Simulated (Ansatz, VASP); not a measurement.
# GaS in VASP and in Ansatz

```
CELL_PARAMETERS angstrom
3.58500 0.00000 0.00000
-1.79250 3.10470 0.00000
0.00000 0.00000 15.19000
ATOMIC_POSITIONS crystal
Ga 0.33333 0.66667 0.16970
Ga 0.66667 0.33333 0.66970
Ga 0.33333 0.66667 0.33030
Ga 0.66667 0.33333 0.83030
S 0.33333 0.66667 0.59829
S 0.66667 0.33333 0.09829
S 0.33333 0.66667 0.90171
S 0.66667 0.33333 0.40171
```

Change from the starting cell: z stretched by -2 %, ions relaxed.

Alike in both runs: functional PBE; k mesh 14 × 14 × 3; occupations fermi-dirac, width 0.02 eV; no spin polarisation.

Ansatz relaxed the structure, and its values are those at the end. VASP's run is a single point on that final structure, the one shown.

```csv
,VASP,Ansatz
version,VASP 6.6.1,Ansatz 0.2.0
potentials or method,"VASP PAW PBE potentials, release 64 (Ga_d, S)","plane-wave PAW, scalar-relativistic"
plane-wave cutoff (eV),500,420
valence electrons in the cell,76,76
```

```csv
,VASP,Ansatz,Ansatz less VASP
gap on the k mesh at the Fermi level (eV),1.45,1.43,-0.016
pressure (GPa),2.8,2.8,+0.05
```

The functional is the same, so the differences come from potentials, cutoffs and numerics. Ansatz's warnings: stress scf threshold loose.
